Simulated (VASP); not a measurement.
Input of a VASP 6.6.1 run:

The input INCAR:

```
SYSTEM = AlNi3
PREC     = Accurate       ! precision mode
ENCUT    = 520            ! plane-wave cutoff, eV
EDIFF    = 1E-6           ! SCF threshold, eV
ISMEAR   = -1             ! smearing method
SIGMA    = 0.05           ! smearing width, eV
LREAL    = .False.        ! projectors in reciprocal space
LASPH    = .True.         ! aspherical terms in the spheres
NELM     = 150            ! most SCF steps
ALGO     = Normal         ! electronic algorithm
ISIF     = 2              ! what is computed and relaxed
LWAVE    = .False.        ! write WAVECAR
LCHARG   = .False.        ! write CHGCAR
ISPIN    = 2              ! spin polarisation
MAGMOM   = 1 1 1 0        ! initial moments
LORBIT   = 11             ! projections on sites
LMAXMIX  = 4              ! l up to which the mixer works
GGA      = PS             ! functional
NBANDS   = 28             ! bands
```

File KPOINTS:

```
Automatic mesh
0
Gamma
  8 8 8
  0 0 0
```

POSCAR

```
AlNi3
1.0
    3.5077966776      0.0000000000      0.0000000000
    0.0000000000      3.5077966776      0.0000000000
    0.0000000000      0.0000000000      3.5077966776
Ni Al
3 1
Direct
    0.5000000000      0.5000000000      0.0000000000
    0.5000000000      0.0000000000      0.5000000000
    0.0000000000      0.5000000000      0.5000000000
    0.0000000000      0.0000000000      0.0000000000
```

Potentials or basis: VASP PAW PBE potentials, release 64 (Ni, Al).

Run with:

```console
$ cat potpaw_PBE.64/Ni/POTCAR potpaw_PBE.64/Al/POTCAR > POTCAR
$ mpirun -np 1 vasp_std > vasp.out
```

Task: What does it give for the site moments?

Result: Ni +0.21; Al -0.01 μB.

Task: Predict the pressure.

Result: 2.1 GPa.

Task: Estimate the net moment.

Result: 0.61 μB per cell.

Caveat: the PAW data sets were made with another functional, which shifts forces and pressure a little.
